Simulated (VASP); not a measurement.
# Al12O in VASP: further runs, part 2 of 2

VASP 6.6.1. Earlier steps stand in the parts before.

## 3. Single point, PBE

Input file INCAR:

```
PREC     = Accurate       # precision mode
ENCUT    = 520            # plane-wave cutoff, eV
EDIFF    = 1E-6           # SCF threshold, eV
ISMEAR   = -1             # smearing method
SIGMA    = 0.15           # smearing width, eV
LREAL    = F              # projectors in reciprocal space
LASPH    = T              # aspherical terms in the spheres
NELM     = 80             # most SCF steps
ALGO     = Normal         # electronic algorithm
ISIF     = 2              # what is computed and relaxed
LWAVE    = F              # write WAVECAR
LCHARG   = F              # write CHGCAR
GGA      = PE             # functional
NBANDS   = 33             # bands
```

Input file KPOINTS:

```
regular mesh
0
Gamma
  4 4 1
```

Input file POSCAR:

```
Al12O
1.0
    5.7275650000      0.0000000000      0.0000000000
    2.8637820000      4.9602170000      0.0000000000
    0.0000000000      0.0000000000     15.6765370000
Al O
12 1
Direct
    0.1666666208      0.1666667003      0.0637895984
    0.6666667081      0.1666667003      0.0637895984
    0.1666666712      0.6666665995      0.0637895984
    0.6666667585      0.6666665995      0.0637895984
   -0.1570187902      0.3244277418      0.2098138128
    0.3337969988      0.3326943156      0.2135892640
   -0.1733989383      0.8329417846      0.2135974291
    0.3345259506      0.8277633821      0.2136750610
    0.0420661539     -0.0065436653      0.3650894327
    0.5356160988     -0.0162599741      0.3638442597
    0.0398564635      0.4693861176      0.3648687845
    0.5529210267      0.4745151271      0.3557079602
    0.9867145249     -0.2415349974      0.4239561964
```

Potentials or basis: VASP PAW PBE potentials, release 64 (Al, O).

On the command line:

```bash
$ cat potpaw_PBE.64/Al/POTCAR potpaw_PBE.64/O/POTCAR > POTCAR
$ mpirun -np 1 vasp_std > vasp.out
```

It took 2.7 min on 1 thread of Intel Xeon 6975P-C (Granite Rapids), shared host; peak memory 0.63 GiB.

It converged, with:

```yaml
Free_energy: -50.8978 eV
Largest_force: 0.337 eV/Å
Band_gap_on_the_k_mesh: zero (bands 21 and 22 overlap by 0.49 eV)
```

Forces in eV/Å, atoms in the order of the input:
```
Al   0.021 -0.018 -0.054
Al  -0.035  0.073  0.008
Al   0.135 -0.086  0.028
Al  -0.085 -0.025  0.012
Al   0.019  0.004  0.000
Al   0.017 -0.005  0.001
Al   0.011  0.008 -0.003
Al   0.013  0.007 -0.006
Al   0.067  0.020  0.005
Al   0.051 -0.029  0.048
Al   0.021 -0.097  0.001
Al   0.048 -0.033 -0.036
O   -0.283  0.183 -0.002
```

Levels at points of the mesh, in eV from the Fermi level:
| k point | band 17 | band 18 | band 19 | band 20 | band 21 | band 22 | band 23 | band 24 | band 25 | band 26 |
| --- | --- | --- | --- | --- | --- | --- | --- | --- | --- | --- |
| (0.00, 0.00, 0.00) | -2.67 | -2.25 | -2.06 | -1.56 | -0.47 | -0.32 | -0.24 | 0.70 | 0.80 | 0.83 |
| (0.50, 0.00, 0.00) | -1.34 | -0.70 | -0.40 | -0.02 | -0.01 | 0.15 | 1.06 | 1.10 | 1.54 | 1.78 |
| (0.50, 0.50, 0.00) | -1.24 | -0.68 | -0.39 | -0.25 | -0.04 | 0.27 | 1.06 | 1.32 | 1.56 | 1.60 |
| (0.00, 0.50, 0.00) | -1.23 | -0.69 | -0.39 | -0.25 | -0.05 | 0.27 | 1.04 | 1.33 | 1.58 | 1.61 |

## 4. Single point, PBE

Input file INCAR:

```
SYSTEM = Al12O
ALGO = Normal ; EDIFF = 1E-6
ENCUT = 520 ; GGA = PE
ISIF = 2 ; ISMEAR = -1
LASPH = .True. ; LCHARG = .False.
LREAL = .False. ; LWAVE = .False.
NBANDS = 33 ; NELM = 60
PREC = Accurate ; SIGMA = 0.15
```

Input file KPOINTS:

```
k-points
0
Gamma
  4 4 1
  0 0 0
```

Input file POSCAR:

```
Al12O
1.0
    5.7275650000      0.0000000000      0.0000000000
    2.8637820000      4.9602170000      0.0000000000
    0.0000000000      0.0000000000     15.6765370000
Al O
12 1
Direct
    0.1666666208      0.1666667003      0.0637895984
    0.6666667081      0.1666667003      0.0637895984
    0.1666666712      0.6666665995      0.0637895984
    0.6666667585      0.6666665995      0.0637895984
   -0.1604445633      0.3272018140      0.2107117152
    0.3328954383      0.3335368191      0.2134349570
   -0.1727844532      0.8337028400      0.2136653650
    0.3337293206      0.8295155232      0.2135572416
    0.0199711026      0.0044574663      0.3644750113
    0.5132859425     -0.0055844331      0.3587742625
    0.0183389310      0.4792762091      0.3643411807
    0.5280335143      0.4865523020      0.3604035126
    1.0782212571     -0.2878823648      0.4220794427
```

Potentials or basis: VASP PAW PBE potentials, release 64 (Al, O).

On the command line:

```bash
$ cat potpaw_PBE.64/Al/POTCAR potpaw_PBE.64/O/POTCAR > POTCAR
$ mpirun -np 1 vasp_std > vasp.out
```

OUTCAR:

```text
SYSTEM = Al12O
   EDIFF = 1E-6
   ENCUT = 520
   GGA = PE
   ISIF = 2
   ISMEAR = -1
   LASPH = .True.
   LREAL = .False.
   NELM = 60
   PREC = Accurate

 ion  position               nearest neighbor table
   1  0.167  0.167  0.064-   5 2.82   2 2.86   4 2.86   3 2.86   3 2.86   2 2.86   4 2.86   6 2.87
                             8 2.88
   2  0.667  0.167  0.064-   5 2.84   1 2.86   4 2.86   3 2.86   3 2.86   4 2.86   1 2.86   6 2.87
                             7 2.87
[... 591 lines left out ...]
 -----------------------------------------------------------------------------
  energy-cutoff  :      520.00
  volume of cell :      445.37
      direct lattice vectors                 reciprocal lattice vectors
     5.727565000  0.000000000  0.000000000     0.174594265 -0.100802024  0.000000000
     2.863782000  4.960217000  0.000000000     0.000000000  0.201604083  0.000000000
     0.000000000  0.000000000 15.676537000     0.000000000  0.000000000  0.063789598

 POSITION                                       TOTAL-FORCE (eV/Angst)
 -----------------------------------------------------------------------------------
      1.43189      0.82670      1.00000         0.012373     -0.011631      0.003500
      4.29567      0.82670      1.00000        -0.027454      0.029357      0.028566
      2.86378      3.30681      1.00000         0.062665     -0.041006      0.018761
      5.72757      3.30681      1.00000        -0.043163     -0.004836      0.031643
      5.74564      1.62299      3.30323        -0.020133      0.028375      0.021622
      2.86186      1.65442      3.34592         0.003177      0.001360     -0.006884
      7.12547      4.13535      3.34953         0.013536      0.009790      0.004243
      4.28701      4.11458      3.34784         0.005255      0.013938     -0.009134
      0.12715      0.02211      5.71371        -0.168135      0.160365     -0.043963
      5.78767      4.93252      5.62434        -0.203282      0.112783     -0.154115
      1.47758      2.37731      5.71161        -0.219819      0.048479     -0.041672
      4.41773      2.41340      5.64988        -0.201592      0.111916      0.149792
      2.48737      3.53226      6.61674         0.786573     -0.458890     -0.002358
 -----------------------------------------------------------------------------------
    total drift:                               -0.000148      0.000044     -0.000150

  FREE ENERGIE OF THE ION-ELECTRON SYSTEM (eV)
  ---------------------------------------------------
  free  energy   TOTEN  =       -51.0711124387 eV

  energy  without entropy=      -50.7131218067  energy(sigma->0) =      -50.89211712
```

OSZICAR:

```text
N       E                     dE             d eps       ncg     rms          rms(c)
DAV:   1     0.147598418180E+03    0.14760E+03   -0.13899E+04   660   0.948E+02
DAV:   2    -0.318533721267E+02   -0.17945E+03   -0.17108E+03   874   0.164E+02
DAV:   3    -0.542553044849E+02   -0.22402E+02   -0.21954E+02   950   0.545E+01
[... 13 lines left out ...]
DAV:  17    -0.510710017518E+02   -0.20453E-03   -0.68247E-05   752   0.438E-02    0.672E-03
DAV:  18    -0.510710856942E+02   -0.83942E-04   -0.11839E-05   750   0.163E-02    0.245E-03
DAV:  19    -0.510711095053E+02   -0.23811E-04   -0.22908E-06   671   0.594E-03    0.184E-03
DAV:  20    -0.510711121698E+02   -0.26645E-05   -0.37514E-07   664   0.328E-03    0.571E-04
DAV:  21    -0.510711124387E+02   -0.26892E-06   -0.28515E-07   560   0.268E-03
   1 F= -.51071112E+02 E0= -.50892117E+02  d E =-.357991E+00
```

stdout:

```text
POSCAR found type information on POSCAR AlO
 POSCAR found :  2 types and      13 ions
 scaLAPACK will be used
 LDA part: xc-table for (Slater+PW92), standard interpolation
 POSCAR, INCAR and KPOINTS ok, starting setup
 FFT: planning ... GRIDC
 FFT: planning ... GRID_SOFT
 FFT: planning ... GRID
 WAVECAR not read
 entering main loop
```

It took 2.6 min on 1 thread of Intel Xeon 6975P-C (Granite Rapids), shared host; peak memory 0.6 GiB.

What came out:

```
Free energy            : -51.0711 eV
Largest force          : 0.911 eV/Å
Band gap on the k mesh : zero (bands 21 and 22 overlap by 0.39 eV)
```

Forces on the atoms (eV/Å):
```
Al   0.012 -0.012  0.004
Al  -0.027  0.029  0.029
Al   0.063 -0.041  0.019
Al  -0.043 -0.005  0.032
Al  -0.020  0.028  0.022
Al   0.003  0.001 -0.007
Al   0.014  0.010  0.004
Al   0.005  0.014 -0.009
Al  -0.168  0.160 -0.044
Al  -0.203  0.113 -0.154
Al  -0.220  0.048 -0.042
Al  -0.202  0.112  0.150
O    0.787 -0.459 -0.002
```

## 5. The runs side by side

| cell | gap on the mesh (eV) | largest force (eV/Å) |
| --- | --- | --- |
| as given, atomic positions A | none | 0.23 |
| as given, atomic positions B | none | 0.34 |
| as given, atomic positions C | none | 0.91 |

Alike in all rows: task single point; level PBE; potentials or basis VASP PAW PBE potentials, release 64 (Al, O); no spin polarisation; k mesh 4 × 4 × 1; cutoff (eV) 520; smearing fermi-dirac 0.15 eV.

Total energies depend on the potentials used, so only differences within one code and one set of settings carry meaning.
